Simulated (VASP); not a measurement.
# BP in VASP: settings compared

BP is run at these levels: r2SCAN50, HF, PBE, B3LYP; tasks: single point, relaxation of the atoms, relaxation of cell and atoms.

Everything below comes from runs of VASP 6.6.1. Logs are shortened: lines on timing, memory, paths and dates and some standing lists are left out, and cuts for length are marked.

## (1) The cell of the first run

It takes space group F-43m (No. 216, cubic). The conventional cell has a = 4.538 Å, b = 4.538 Å, c = 4.538 Å, α = 90.00°, β = 90.00°, γ = 90.00°. Within 2.6 Å of P (site symmetry -43m) lie 4 B at 1.97 Å. B (site symmetry -43m) has 4 P at 1.97 Å within 2.6 Å.

## (2) Single point, r2SCAN50

Input file POSCAR:

```
BP
1.0
    0.0000000000      2.2690000000      2.2690000000
    2.2690000000      0.0000000000      2.2690000000
    2.2690000000      2.2690000000      0.0000000000
P B
1 1
Direct
    0.7500000000      0.7500000000      0.7500000000
    0.0000000000      0.0000000000      0.0000000000
```

Input file INCAR.step1:

```
ALGO = Normal
EDIFF = 1E-5
ENCUT = 520
GGA = PE
ISIF = 2
ISMEAR = -1
LASPH = True
LCHARG = False
LREAL = False
LWAVE = True
NBANDS = 11
NELM = 80
PREC = Accurate
SIGMA = 0.05
```

Input file INCAR.step2:

```
AEXX = 0.5
ALGO = Normal
EDIFF = 1E-6
ENCUT = 520
ISIF = 2
ISMEAR = -1
ISTART = 1
LASPH = True
LCHARG = False
LHFCALC = True
LMIXTAU = True
LREAL = False
LWAVE = False
METAGGA = R2SCAN
NBANDS = 11
NELM = 80
PREC = Accurate
PRECFOCK = Normal
SIGMA = 0.05
```

Input file KPOINTS:

```
k-points
0
Gamma
  5 5 5
```

Potentials or basis: VASP PAW PBE potentials, release 64 (P, B).

Started as:

```
cat potpaw_PBE.64/P/POTCAR potpaw_PBE.64/B/POTCAR > POTCAR
cp INCAR.step1 INCAR
mpirun -np 1 vasp_std > vasp.out
cp INCAR.step2 INCAR
mpirun -np 1 vasp_std > vasp.out
```

OUTCAR:

```text
AEXX = 0.5
   EDIFF = 1E-6
   ENCUT = 520
   ISIF = 2
   ISMEAR = -1
   ISTART = 1
   LASPH = True
   LHFCALC = True
   LREAL = False
   METAGGA = R2SCAN
   NELM = 80
   PREC = Accurate
   PRECFOCK = Normal

 ion  position               nearest neighbor table
   1  0.750  0.750  0.750-   2 1.97   2 1.97   2 1.97   2 1.97
   2  0.000  0.000  0.000-   1 1.97   1 1.97   1 1.97   1 1.97

  LATTYP: Found a face centered cubic cell.
 ALAT       =     4.5380000000

  Lattice vectors:

 A1 = (   0.0000000000,   2.2690000000,   2.2690000000)
 A2 = (   2.2690000000,   0.0000000000,   2.2690000000)
 A3 = (   2.2690000000,   2.2690000000,   0.0000000000)

Analysis of symmetry for initial positions (statically):
=====================================================================
 Subroutine PRICEL returns:
 Original cell was already a primitive cell.

 Routine SETGRP: Setting up the symmetry group for a
 face centered cubic supercell.

 Subroutine GETGRP returns: Found 24 space group operations
 (whereof 24 operations were pure point group operations)
 out of a pool of 48 trial point group operations.

The static configuration has the point symmetry T_d .

Analysis of symmetry for dynamics (positions and initial velocities):
=====================================================================
 Subroutine PRICEL returns:
 Original cell was already a primitive cell.

 Routine SETGRP: Setting up the symmetry group for a
 face centered cubic supercell.

 Subroutine GETGRP returns: Found 24 space group operations
 (whereof 24 operations were pure point group operations)
 out of a pool of 48 trial point group operations.

The dynamic configuration has the point symmetry T_d .

 Subroutine INISYM returns: Found 24 space group operations
 (whereof 24 operations are pure point group operations),
 and found     1 'primitive' translations

----------------------------------------------------------------------------------------

                                     Primitive cell

  volume of cell :      23.3633

  direct lattice vectors                    reciprocal lattice vectors
     0.000000000  2.269000000  2.269000000    -0.220361393  0.220361393  0.220361393
     2.269000000  0.000000000  2.269000000     0.220361393 -0.220361393  0.220361393
     2.269000000  2.269000000  0.000000000     0.220361393  0.220361393 -0.220361393

  length of vectors
     3.208850573  3.208850573  3.208850573     0.381677128  0.381677128  0.381677128

  position of ions in fractional coordinates (direct lattice)
     0.750000000  0.750000000  0.750000000
     0.000000000  0.000000000  0.000000000

  ion indices of the primitive-cell ions
   primitive index   ion index
                 1           1
                 2           2

----------------------------------------------------------------------------------------

 KPOINTS: k-points

Automatic generation of k-mesh.
 Grid dimensions read from file:
 generate k-points for:    5    5    5

 Generating k-lattice:

  Cartesian coordinates                     Fractional coordinates (reciprocal lattice)
    -0.044072279  0.044072279  0.044072279     0.200000000  0.000000000  0.000000000
     0.044072279 -0.044072279  0.044072279     0.000000000  0.200000000  0.000000000
     0.044072279  0.044072279 -0.044072279     0.000000000  0.000000000  0.200000000

  Length of vectors
     0.076335426  0.076335426  0.076335426

  Shift w.r.t. Gamma in fractional coordinates (k-lattice)
     0.000000000  0.000000000  0.000000000

 Subroutine IBZKPT returns following result:
 ===========================================

 Found     10 irreducible k-points:

 Following reciprocal coordinates:
            Coordinates               Weight
  0.000000  0.000000  0.000000      1.000000
  0.200000  0.000000  0.000000      8.000000
  0.400000  0.000000  0.000000      8.000000
  0.200000  0.200000  0.000000      6.000000
  0.400000  0.200000  0.000000     24.000000
 -0.400000  0.200000  0.000000     24.000000
 -0.200000  0.200000  0.000000     12.000000
  0.400000  0.400000  0.000000      6.000000
 -0.400000  0.400000  0.000000     12.000000
 -0.400000  0.400000  0.200000     24.000000
   k-points           NKPTS =     10   k-points in BZ     NKDIM =    125   number of bands    NBANDS=     11
   number of dos      NEDOS =    301   number of ions     NIONS =      2
   total plane-waves  NPLWV =  13824
   dimension x,y,z NGX =    24 NGY =   24 NGZ =   24
   dimension x,y,z NGXF=    48 NGYF=   48 NGZF=   48
   ions per type =               1   1
   NGX,Y,Z   is equivalent  to a cutoff of  12.43, 12.43, 12.43 a.u.
   NGXF,Y,Z  is equivalent  to a cutoff of  24.87, 24.87, 24.87 a.u.
 SYSTEM =  unknown system
   PREC   = accura    normal or accurate (medium, high low for compatibility)
   ISTART =      1    job   : 0-new  1-cont  2-samecut
   ICHARG =      0    charge: 1-file 2-atom 10-const
   ISPIN  =      1    spin polarized calculation?
   LNONCOLLINEAR =      F non collinear calculations
   LSORBIT =      F    spin-orbit coupling
   LASPH  =      T    aspherical Exc in radial PAW
   ENCUT  =  520.0 eV  38.22 Ry    6.18 a.u.   5.97  5.97  5.97*2*pi/ulx,y,z
   NELM   =     80;   NELMIN=  2; NELMDL=  0     # of ELM steps
   EDIFF  = 0.1E-05   stopping-criterion for ELM
   LREAL  =      F    real-space projection
   EDIFFG = 0.1E-04   stopping-criterion for IOM
   NSW    =      0    number of steps for IOM
   IBRION =     -1    ionic relax: 0-MD 1-quasi-New 2-CG
   NFREE  =      0    steps in history (QN), initial steepest desc. (CG)
   ISIF   =      2    stress and relaxation
   ISYM   =      3    0-nonsym 1-usesym 2-fastsym
   POTIM  = 0.5000    time-step for ionic-motion
   TEBEG  =    0.0;   TEEND  =   0.0 temperature during run
   PSTRESS=    0.0 pullay stress
   NELECT =       8.0000    total number of electrons
   NUPDOWN=      -1.0000    fix difference up-down
   EMIN   =  10.00;   EMAX   =-10.00  energy-range for DOS
   EFERMI =   0.00;   METHOD = LEGACY
   ISMEAR =    -1;   SIGMA  =   0.05  broadening in eV -4-tet -1-fermi 0-gaus
   EFERMI_NEDOS =   21; number of points for ismear=-14 and -15
   IALGO  =     38    algorithm
   IMIX   =      1    mixing-type and parameters
     AMIX     =   0.40;   BMIX     =  1.00
     AMIX_MAG =   1.60;   BMIX_MAG =  1.00
  volume/ion in A,a.u.               =      11.68        78.83
  Fermi-wavevector in a.u.,A,eV,Ry     =   1.145320  2.164342 17.847562  1.311759
  Thomas-Fermi vector in A             =   2.282009
   LORBIT       =      0    0 simple, 1 ext, 2 COOP (PROOUT), +10 PAW based schemes
   METAGGA = R2SCAN    functional components
   LHFCALC =     T    Hartree Fock is set to
   PRECFOCK=normal    Normal, Fast or Accurate (Low or Medium for compatibility)
   ENCUT4O =  -1.0   cutoff for four orbital integrals eV
   NKREDX  =     1    reduce k-point grid by
   NKREDY  =     1    reduce k-point grid by
   NKREDZ  =     1    reduce k-point grid by
   AEXX    =    0.5000 exact exchange contribution
   HFSCREEN=    0.0000 screening length (either q_TF or 0.3 A-1)
   HFSCREENC=   0.0000 screening length for correlation (either q_TF or 0.3 A-1)
   ENCUTFOCK=  -1.0 apply spherical cutoff to Coloumb kernel
   IVDW    =     0    specifies the selected vdW correction
   LEPSILON=     F    determine dielectric tensor
   LRPA    =     F    only Hartree local field effects (RPA)
 non-spin polarized calculation
  energy-cutoff  :      520.00
  volume of cell :       23.36
 maximum number of plane-waves:       635
  NGX = 18; NGY = 18; NGZ = 18

 number of electron       8.0000000 magnetization

 Free energy of the ion-electron system (eV)
  ---------------------------------------------------
  ext. energy  EPLUGINS =         0.00000000
  ---------------------------------------------------
  free energy    TOTEN  =       -20.72321574 eV

  energy without entropy =      -20.72321574  energy(sigma->0) =      -20.72321574

 E-fermi :   6.8803     XC(G=0):  -6.3892

 val. band max:        5.8367041582   @ k =   0.0000   0.0000   0.0000
 cond. band min:      10.0880559298   @ k =   0.4000   0.4000   0.0000
 fundamental gap:      4.2513517716
 Fermi energy:         6.8803212359

 k-point     1 :       0.0000    0.0000    0.0000
  band No.  band energies     occupation
      1     -13.1554      2.00000
      2       5.8367      2.00000
      3       5.8367      2.00000
      4       5.8367      2.00000
      5      12.6401      0.00000
      6      12.6401      0.00000
      7      12.6401      0.00000
      8      17.4327      0.00000
      9      21.3218      0.00000
     10      22.2775      0.00000
     11      22.2775      0.00000

 k-point     2 :       0.2000    0.0000    0.0000
  band No.  band energies     occupation
      1     -12.2925      2.00000
      2       1.4302      2.00000
      3       4.8323      2.00000
      4       4.8323      2.00000
      5      13.3680      0.00000
      6      13.9691      0.00000
      7      13.9691      0.00000
      8      19.3201      0.00000
      9      20.7885      0.00000
     10      20.7885      0.00000
     11      22.9562      0.00000

 k-point     3 :       0.4000    0.0000    0.0000
  band No.  band energies     occupation
      1      -9.9515      2.00000
      2      -4.0581      2.00000
      3       3.8117      2.00000
      4       3.8117      2.00000
      5      13.1673      0.00000
      6      14.2330      0.00000
      7      14.2330      0.00000
      8      20.2215      0.00000
      9      23.5363      0.00000
     10      23.5363      0.00000
     11      24.5193      0.00000

 k-point     4 :       0.2000    0.2000    0.0000
  band No.  band energies     occupation
      1     -12.0008      2.00000
      2       2.6328      2.00000
      3       3.2617      2.00000
      4       3.2617      2.00000
      5      11.1871      0.00000
      6      15.6430      0.00000
      7      16.4178      0.00000
      8      16.4178      0.00000
      9      21.5584      0.00000
     10      23.4654      0.00000
     11      24.4652      0.00000

 k-point     5 :       0.4000    0.2000    0.0000
  band No.  band energies     occupation
      1     -10.0864      2.00000
      2      -2.0731      2.00000
      3       1.7254      2.00000
      4       2.3261      2.00000
      5      11.8762      0.00000
      6      15.5515      0.00000
      7      17.2464      0.00000
      8      17.4267      0.00000
      9      24.0005      0.00000
     10      25.3199      0.00000
     11      26.2253      0.00000

 k-point     6 :      -0.4000    0.2000    0.0000
  band No.  band energies     occupation
      1      -8.5332      2.00000
      2      -4.5390      2.00000
      3       0.3301      2.00000
      4       2.8032      2.00000
      5      12.5109      0.00000
      6      16.4553      0.00000
      7      16.7469      0.00000
      8      20.6032      0.00000
      9      21.8250      0.00000
     10      22.6995      0.00000
     11      27.0468      0.00000

 k-point     7 :      -0.2000    0.2000    0.0000
  band No.  band energies     occupation
      1     -10.8976      2.00000
      2      -0.6422      2.00000
      3       0.8458      2.00000
      4       4.3312      2.00000
      5      13.9024      0.00000
      6      14.9982      0.00000
      7      15.9831      0.00000
      8      18.3792      0.00000
      9      19.2321      0.00000
     10      24.2018      0.00000
     11      26.5883      0.00000

 k-point     8 :       0.4000    0.4000    0.0000
  band No.  band energies     occupation
      1      -8.7144      2.00000
      2      -3.0124      2.00000
      3       1.0813      2.00000
      4       1.0813      2.00000
      5      10.0881      0.00000
      6      11.3481      0.00000
      7      21.7042      0.00000
      8      21.7042      0.00000
      9      25.6048      0.00000
     10      26.6074      0.00000
     11      29.0846      0.00000

 k-point     9 :      -0.4000    0.4000    0.0000
  band No.  band energies     occupation
      1      -7.0711      2.00000
      2      -4.5853      2.00000
      3      -1.2391      2.00000
      4       1.2850      2.00000
      5      10.8492      0.00000
      6      14.0799      0.00000
      7      21.0575      0.00000
      8      21.7915      0.00000
      9      23.0725      0.00000
     10      24.1543      0.00000
     11      29.4121      0.00000

 k-point    10 :      -0.4000    0.4000    0.2000
  band No.  band energies     occupation
      1      -7.9532      2.00000
      2      -3.5279      2.00000
      3      -0.9915      2.00000
      4       0.6758      2.00000
      5      14.0035      0.00000
      6      15.0934      0.00000
      7      16.6263      0.00000
      8      21.0565      0.00000
      9      21.9503      0.00000
     10      25.2327      0.00000
     11      29.0915      0.00000

------------------------ aborting loop because EDIFF is reached ----------------------------------------

  FORCE on cell =-STRESS in cart. coord.  units (eV):
  Direction    XX          YY          ZZ          XY          YZ          ZX
  --------------------------------------------------------------------------------------
  -------------------------------------------------------------------------------------
  Total       -0.7141614     -0.7141614     -0.7141614     -0.0000000      0.0000000     -0.0000000
  in kB      -48.9748918    -48.9748918    -48.9748918     -0.0000000      0.0000000     -0.0000000
  external PRESSURE =     -48.9748918 kB  Pullay stress =       0.0000000 kB

 VOLUME and BASIS-vectors are now :
 -----------------------------------------------------------------------------
  energy-cutoff  :      520.00
  volume of cell :       23.36
      direct lattice vectors                 reciprocal lattice vectors
     0.000000000  2.269000000  2.269000000    -0.220361393  0.220361393  0.220361393
     2.269000000  0.000000000  2.269000000     0.220361393 -0.220361393  0.220361393
     2.269000000  2.269000000  0.000000000     0.220361393  0.220361393 -0.220361393

 POSITION                                       TOTAL-FORCE (eV/Angst)
 -----------------------------------------------------------------------------------
      3.40350      3.40350      3.40350        -0.000000      0.000000     -0.000000
      0.00000      0.00000      0.00000         0.000000     -0.000000      0.000000
 -----------------------------------------------------------------------------------
    total drift:                               -0.000001     -0.000000     -0.000001

  FREE ENERGIE OF THE ION-ELECTRON SYSTEM (eV)
  ---------------------------------------------------
  free  energy   TOTEN  =       -20.7232157397 eV

  energy  without entropy=      -20.7232157396  energy(sigma->0) =      -20.72321574
```

Run time: 2.6 min. Hardware: 1 thread of Intel Xeon Platinum 8259CL at 2.50GHz (Skylake/Cascade Lake), shared host; peak memory 0.14 GiB.

Results:

| Quantity | Value |
| --- | --- |
| Free energy | -20.7232 eV |
| Pressure | -4.9 GPa |
| Band gap on the k mesh | 4.25 eV, indirect (least direct gap 6.80 eV) |

Caveat: the k points lie up to 0.48 Å⁻¹ apart; the PAW data sets were made with another functional, which shifts forces and pressure a little. A k mesh can miss the band edges.

## (3) Single point, HF

POSCAR is that of step 2.

Input file INCAR.step1:

```
PREC = Accurate
ENCUT = 520
EDIFF = 1E-5
ISMEAR = -1
SIGMA = 0.05
LREAL = False
LASPH = True
NELM = 100
ALGO = Normal
ISIF = 2
LWAVE = True
LCHARG = False
GGA = PE
NBANDS = 11
```

Input file INCAR.step2:

```
PREC = Accurate
ENCUT = 520
EDIFF = 1E-6
ISMEAR = -1
SIGMA = 0.05
LREAL = False
LASPH = True
NELM = 100
ALGO = Normal
ISIF = 2
LWAVE = False
LCHARG = False
GGA = PE
LHFCALC = True
AEXX = 1.0
ALDAC = 0.0
AGGAC = 0.0
PRECFOCK = Normal
ISTART = 1
NBANDS = 11
```

Input file KPOINTS:

```
Automatic mesh
0
Gamma
  5 5 5
```

Potentials or basis: VASP PAW PBE potentials, release 64 (P, B).

Started as:

```
cat potpaw_PBE.64/P/POTCAR potpaw_PBE.64/B/POTCAR > POTCAR
cp INCAR.step1 INCAR
mpirun -np 1 vasp_std > vasp.out
cp INCAR.step2 INCAR
mpirun -np 1 vasp_std > vasp.out
```

It took 2.7 min on 1 thread of Intel Xeon Platinum 8259CL at 2.50GHz (Skylake/Cascade Lake), shared host; peak memory 0.14 GiB.

Results (log left out):

```yaml
Free_energy: -21.4778 eV
Pressure: 3.8 GPa
Band_gap_on_the_k_mesh: 8.07 eV, indirect (least direct gap 10.95 eV)
```

Levels at points of the mesh, in eV from the valence-band top:
```csv
k point,band 1,band 2,band 3,band 4,band 5,band 6,band 7,band 8,band 9
"(0.00, 0.00, 0.00)",-21.59,0.00,0.00,0.00,10.95,10.95,10.95,16.43,19.89
```

Caveat: the k points lie up to 0.48 Å⁻¹ apart; the PAW data sets were made with another functional, which shifts forces and pressure a little.

(Part 1 of 2 ends here.)
